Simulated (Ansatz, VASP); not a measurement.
Rh: VASP beside Ansatz

File INCAR:

```
SYSTEM = Rh
PREC = Accurate ; ENCUT = 620
EDIFF = 1E-6 ; ISMEAR = -1
SIGMA = 0.15 ; LREAL = .FALSE.
LASPH = .TRUE. ; NELM = 120
ALGO = Normal ; ISIF = 2
LWAVE = .FALSE. ; LCHARG = .TRUE.
GGA = CA ; LELF = .TRUE.
LVHAR = .TRUE. ; NBANDS = 14
GGA_COMPAT = .FALSE.
```

Contents of KPOINTS:

```
regular mesh
0
G
  20 20 20
  0 0 0
```

Contents of POSCAR:

```
Rh
1.0
    0.0000000000      1.8661252106      1.8661252106
    1.8661252106      0.0000000000      1.8661252106
    1.8661252106      1.8661252106      0.0000000000
Rh
1
Direct
    0.0000000000      0.0000000000      0.0000000000
```

Input for Ansatz:

```yaml
crystal:
  lattice:
    - [0.0, 1.8661252106, 1.8661252106]
    - [1.8661252106, 0.0, 1.8661252106]
    - [1.8661252106, 1.8661252106, 0.0]
  atoms:
    - { symbol: Rh, position: [0.0, 0.0, 0.0] }
basis:
  ecutwfc: 420
kpoints:
  mp_grid: { grid: [20, 20, 20] }
hamiltonian:
  xc: lda
scf:
  occupations: { method: fermi_dirac, width: 0.15 }
output:
  forces: true
  stress: true
  eigenvalues: true
  write_density: true
  write_potential: true
  elf: true
  volumetric_format: npy
```

Alike in both runs: task single point; functional LDA; k mesh 20 × 20 × 20; occupations fermi-dirac, width 0.15 eV; no spin polarisation.

|  | VASP | Ansatz |
| --- | --- | --- |
| version | VASP 6.6.1 | Ansatz 0.2.0 |
| potentials or method | VASP PAW LDA potentials, release 64 (Rh_sv_GW), cutoff 620 eV | scalar-relativistic, plane waves, PAW |
| valence electrons in the cell | 17 | 17 |

```csv
,VASP,Ansatz,Ansatz less VASP
gap on the k mesh at the Fermi level (eV),none,none,-
pressure (GPa),7.2,6.6,-0.53
```

LDA's correlation is that of Perdew and Zunger in VASP and of Perdew and Wang (1992) in Ansatz. A gap of «none» marks a metal or a gap that the smearing closes.
